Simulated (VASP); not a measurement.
Here is a VASP 6.6.1 calculation.

File INCAR:

```
PREC = Accurate
ENCUT = 520
EDIFF = 1E-6
ISMEAR = 0
SIGMA = 0.1
LREAL = False
LASPH = True
NELM = 100
ALGO = Normal
ISIF = 2
LWAVE = False
LCHARG = False
GGA = PE
NBANDS = 51
```

File KPOINTS:

```
regular mesh
0
Gamma
  12 12 4
```

The input POSCAR:

```
SnGe2
1.0
    4.2921448686      0.0000000000      0.0000000000
   -2.1460724343      3.7171064929      0.0000000000
    0.0000000000      0.0000000000     10.5326788053
Sn Ge
2 4
Direct
    0.0000000000      0.0000000000      0.8635872081
    0.0000000000      0.0000000000      0.1364127919
    0.3333333333      0.6666666667      0.5363086710
    0.6666666667      0.3333333333      0.2266028527
    0.6666666667      0.3333333333      0.4636913290
    0.3333333333      0.6666666667      0.7733971473
```

Potentials or basis: VASP PAW PBE potentials, release 64 (Sn_d, Ge_d).

The run is started by

```sh
$ cat potpaw_PBE.64/Sn_d/POTCAR potpaw_PBE.64/Ge_d/POTCAR > POTCAR
$ mpirun -np 1 vasp_std > vasp.out
```

Task: Predict the pressure.

Result: 0.0 GPa.

Task: What does it give for the band gap on the k mesh?

Result: Zero (bands 42 and 43 overlap by 0.27 eV).

Forces on the atoms (eV/Å):
```
Sn   0.000  0.000  0.000
Sn   0.000  0.000  0.000
Ge   0.000  0.000  0.002
Ge   0.000  0.000 -0.002
Ge   0.000  0.000 -0.002
Ge   0.000  0.000  0.002
```

Caveat: semilocal functionals underestimate gaps, and a narrow one can read as zero; spin-orbit coupling is left out, which moves the levels of the heavy elements.
